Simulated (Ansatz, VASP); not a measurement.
## Two plane-wave programs on TiH2

Contents of INCAR:

```
SYSTEM = TiH2
PREC = Accurate ; ENCUT = 520
EDIFF = 1E-6 ; ISMEAR = 0
SIGMA = 0.15 ; LREAL = .FALSE.
LASPH = .TRUE. ; NELM = 80
ALGO = Normal ; ISIF = 2
LWAVE = .FALSE. ; LCHARG = .FALSE.
GGA = PS ; NBANDS = 14
```

KPOINTS

```
regular mesh
0
G
  20 20 20
  0 0 0
```

The input POSCAR:

```
TiH2
1.0
   -1.5965000000      1.5965000000      2.1335000000
    1.5965000000     -1.5965000000      2.1335000000
    1.5965000000      1.5965000000     -2.1335000000
Ti H
1 2
Direct
    0.0439418795      0.0439418795      0.0000000000
    0.7500000000      0.2500000000      0.5000000000
    0.2500000000      0.7500000000      0.5000000000
```

Input for Ansatz:

```yaml
crystal:
  lattice:
    - [-1.5965, 1.5965, 2.1335]
    - [1.5965, -1.5965, 2.1335]
    - [1.5965, 1.5965, -2.1335]
  atoms:
    - { symbol: Ti, position: [0.0439418795, 0.0439418795, 0.0] }
    - { symbol: H, position: [0.75, 0.25, 0.5] }
    - { symbol: H, position: [0.25, 0.75, 0.5] }
basis:
  ecutwfc: 420
kpoints:
  mp_grid: { grid: [20, 20, 20] }
hamiltonian:
  xc: pbesol
scf:
  occupations: { method: gaussian, width: 0.15 }
output:
  forces: true
  stress: true
  eigenvalues: true
```

Change from the starting cell: all Ti atoms moved +0.188 Å, as atom 1 along Cartesian [0 0 1].

Alike in both runs: task single point; functional PBEsol; k mesh 20 × 20 × 20; occupations gaussian, width 0.15 eV; no spin polarisation.

|  | VASP | Ansatz |
| --- | --- | --- |
| version | VASP 6.6.1 | Ansatz 0.2.0 |
| potentials or method | VASP PAW PBE potentials, release 64 (Ti_sv, H), cutoff 520 eV | scalar-relativistic, plane waves, PAW |
| valence electrons in the cell | 14 | 14 |

|  | VASP | Ansatz | Ansatz less VASP |
| --- | --- | --- | --- |
| gap on the k mesh at the Fermi level (eV) | none | none | - |
| pressure (GPa) | -3.3 | -3.4 | 0.00 |
| traceless stress, the component that is largest in VASP (GPa) | -1.00 | -0.98 | +0.020 |
| rms of the force components (eV/Å) | 0.685 | 0.684 | -0.0010 |

VASP's potentials were made for PBE, not for PBEsol. Atom by atom the forces differ by 0.001 eV/Å (rms over components). A gap of «none» marks a metal or a gap that the smearing closes. With one functional, cell and mesh, what is left measures potentials, basis and numerics.
